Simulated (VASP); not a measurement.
W:

```xyz
1
Lattice="-1.5918 1.5918 1.5918 1.5918 -1.5918 1.5918 1.5918 1.5918 -1.5918" Properties=species:S:1:pos:R:3 pbc="T T T"
W     0.0000    0.0000    0.0000
```

* Program: VASP 6.6.1
* Task: relaxation of cell and atoms
* Functional: PBE
* Dispersion: D3(BJ)
* Potentials or basis: VASP PAW PBE potentials, release 64 (W_sv)
* Cutoff: 600 eV
* k mesh: 18 × 18 × 18
* Occupations: gaussian, width 0.1 eV
* Spin: no spin polarisation

At the start: pressure -6.5 GPa; volume 16.13 Å³/atom.

**Question.** How do energy, volume and symmetry change on relaxing?

**Answer.** Over 4 steps the energy falls by 6.9 meV/atom and the volume is 15.80 Å³/atom (-2.1 %); space group Im-3m (No. 229, to 0.1 Å) before and after.

Step by step:
```
step  energy change (eV)  largest force (eV/Å)  pressure (GPa)  volume (Å³)
   1              0.0000                0.0000           -6.48        16.13
   2              0.0881                0.0000           28.43        14.66
   3             -0.0069                0.0000           -0.22        15.81
   4             -0.0069                0.0000           -0.01        15.80
```

Final structure:
```
W
1.0
    -1.58079    1.58079    1.58079
     1.58079   -1.58079    1.58079
     1.58079    1.58079   -1.58079
W
1
Cartesian
  0.0000 0.0000 0.0000
```
